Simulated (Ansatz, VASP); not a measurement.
## BN in VASP and in Ansatz

```
B N
1.0
     0.00000    1.80750    1.80750
     1.80750    0.00000    1.80750
     1.80750    1.80750    0.00000
B N
1 1
Direct
  0.00000 0.00000 0.00000
  0.25000 0.25000 0.25000
```

Alike in both runs: task relaxation of cell and atoms; functional PBE; k mesh 8 × 8 × 8; no spin polarisation.

|  | VASP | Ansatz |
| --- | --- | --- |
| version | VASP 6.6.1 | Ansatz 0.2.0 |
| potentials or method | VASP PAW PBE potentials, release 64 (B, N), cutoff 600 eV | plane waves, PAW |
| occupations | gaussian, width 0.01 eV | fixed |
| valence electrons in the cell | 8 | 8 |

|  | VASP | Ansatz | Ansatz less VASP |
| --- | --- | --- | --- |
| relaxed volume (Å³/atom) | 5.95 | 5.95 | +0.001 |
| relaxed cell length with the largest relative difference (Å) | 2.563 | 2.563 | +0.0002 |

Ansatz's warnings: stress scf threshold loose.
